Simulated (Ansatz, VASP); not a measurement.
## NaH in VASP and in Ansatz

```
Na H
1.0
     0.00000    2.39751    2.39751
     2.39751    0.00000    2.39751
     2.39751    2.39751    0.00000
Na H
1 1
Direct
  0.00000 0.00000 0.00000
  0.50000 0.50000 0.50000
```

Alike in both runs: task single point; functional HSE06; k mesh 6 × 6 × 6; no spin polarisation.

|  | VASP | Ansatz |
| --- | --- | --- |
| version | VASP 6.6.1 | Ansatz 0.2.0 |
| potentials or method | VASP PAW PBE potentials, release 64 (Na_pv, H) | plane waves, PAW |
| plane-wave cutoff (eV) | 520 | 420 |
| occupations | gaussian, width 0.01 eV | fixed |
| valence electrons in the cell | 8 | 10 |

```tsv
	VASP	Ansatz	Ansatz less VASP
gap on the k mesh at the Fermi level (eV)	4.89	4.90	+0.005
pressure (GPa)	0.2	0.2	-0.02
```

VASP's potentials hold 8 valence electrons a cell and Ansatz's 10, so a difference there can come from the potentials and not from the codes. Ansatz's warnings: stress exchange threshold loose, stress scf threshold loose.
